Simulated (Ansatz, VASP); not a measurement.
**One calculation of SiO2, two programs**

INCAR

```
ALGO = Normal ; EDIFF = 1E-8
ENCUT = 520 ; ISIF = 2
ISMEAR = -1 ; LASPH = True
LCHARG = False ; LEFG = True
LREAL = Auto ; LWAVE = False
NBANDS = 82 ; NELM = 80
PREC = Accurate ; SIGMA = 0.02
```

File KPOINTS:

```
k-points
0
Gamma
  4 4 4
```

File POSCAR:

```
SiO2
1.0
    7.1600000000      0.0000000000      0.0000000000
    0.0000000000      7.1600000000      0.0000000000
    0.0000000000      0.0000000000      7.1600000000
Si O
8 16
Direct
    0.2807082821      0.2807082821      0.2807082821
    0.2192917179      0.7192917179      0.7807082821
    0.7807082821      0.2192917179      0.7192917179
    0.7192917179      0.7807082821      0.2192917179
    1.0205837188      1.0205837188      1.0205837188
    0.4794162812     -0.0205837188      0.5205837188
    0.5205837188      0.4794162812     -0.0205837188
   -0.0205837188      0.5205837188      0.4794162812
    0.1505389581      0.1505389581      0.1505389581
    0.3494610419      0.8494610419      0.6505389581
    0.6505389581      0.3494610419      0.8494610419
    0.8494610419      0.6505389581      0.3494610419
    0.6398190185      0.6615813720      0.0434329365
    0.8601809815      0.3384186280      0.5434329365
    0.1398190185      0.8384186280      0.9565670635
    0.3601809815      0.1615813720      0.4565670635
    0.0434329365      0.6398190185      0.6615813720
    0.5434329365      0.8601809815      0.3384186280
    0.9565670635      0.1398190185      0.8384186280
    0.4565670635      0.3601809815      0.1615813720
    0.6615813720      0.0434329365      0.6398190185
    0.3384186280      0.5434329365      0.8601809815
    0.8384186280      0.9565670635      0.1398190185
    0.1615813720      0.4565670635      0.3601809815
```

Input for Ansatz:

```yaml
crystal:
  lattice:
    - [7.16, 0.0, 0.0]
    - [0.0, 7.16, 0.0]
    - [0.0, 0.0, 7.16]
  atoms:
    - { symbol: Si, position: [0.2807082821, 0.2807082821, 0.2807082821] }
    - { symbol: Si, position: [0.2192917179, 0.7192917179, 0.7807082821] }
    - { symbol: Si, position: [0.7807082821, 0.2192917179, 0.7192917179] }
    - { symbol: Si, position: [0.7192917179, 0.7807082821, 0.2192917179] }
    - { symbol: Si, position: [1.0205837188, 1.0205837188, 1.0205837188] }
    - { symbol: Si, position: [0.4794162812, -0.0205837188, 0.5205837188] }
    - { symbol: Si, position: [0.5205837188, 0.4794162812, -0.0205837188] }
    - { symbol: Si, position: [-0.0205837188, 0.5205837188, 0.4794162812] }
    - { symbol: O, position: [0.1505389581, 0.1505389581, 0.1505389581] }
    - { symbol: O, position: [0.3494610419, 0.8494610419, 0.6505389581] }
    - { symbol: O, position: [0.6505389581, 0.3494610419, 0.8494610419] }
    - { symbol: O, position: [0.8494610419, 0.6505389581, 0.3494610419] }
    - { symbol: O, position: [0.6398190185, 0.661581372, 0.0434329365] }
    - { symbol: O, position: [0.8601809815, 0.338418628, 0.5434329365] }
    - { symbol: O, position: [0.1398190185, 0.838418628, 0.9565670635] }
    - { symbol: O, position: [0.3601809815, 0.161581372, 0.4565670635] }
    - { symbol: O, position: [0.0434329365, 0.6398190185, 0.661581372] }
    - { symbol: O, position: [0.5434329365, 0.8601809815, 0.338418628] }
    - { symbol: O, position: [0.9565670635, 0.1398190185, 0.838418628] }
    - { symbol: O, position: [0.4565670635, 0.3601809815, 0.161581372] }
    - { symbol: O, position: [0.661581372, 0.0434329365, 0.6398190185] }
    - { symbol: O, position: [0.338418628, 0.5434329365, 0.8601809815] }
    - { symbol: O, position: [0.838418628, 0.9565670635, 0.1398190185] }
    - { symbol: O, position: [0.161581372, 0.4565670635, 0.3601809815] }
kpoints:
  mp_grid: { grid: [4, 4, 4] }
scf:
  occupations: { method: fermi_dirac, width: 0.02 }
hamiltonian:
  xc: lda
  pseudopotentials: { kind: paw }
output:
  forces: true
  stress: true
  populations: true
  efg: { quadrupole_moments_barn: { O: -0.02558 }, contact_densities: true }
```

Alike in both runs: task electric field gradients; functional LDA; k mesh 4 × 4 × 4; occupations fermi-dirac, width 0.02 eV; no spin polarisation.

|  | VASP | Ansatz |
| --- | --- | --- |
| version | VASP 6.6.1 | Ansatz 0.2.0 |
| potentials or method | VASP PAW LDA potentials, release 64 (Si, O) | plane-wave PAW, scalar-relativistic |
| plane-wave cutoff (eV) | 520 | 420 |
| valence electrons in the cell | 128 | 128 |

VASP gave:

| Quantity | Value |
| --- | --- |
| gap on the k mesh at the Fermi level (eV) | 5.46 |
| pressure (GPa) | -4.5 |
| rms of the force components (eV/Å) | 0.132 |
| size of Vzz on the site where it differs most (V/Å²) | 97.7 |

Q: Estimate Ansatz's values.

A: gap on the k mesh at the Fermi level (eV): 5.47; pressure (GPa): -4.9; rms of the force components (eV/Å): 0.138; size of Vzz on the site where it differs most (V/Å²): 103.3.

LDA's correlation is that of Perdew and Zunger in VASP and of Perdew and Wang (1992) in Ansatz. Atom by atom the forces differ by 0.011 eV/Å (rms over components).
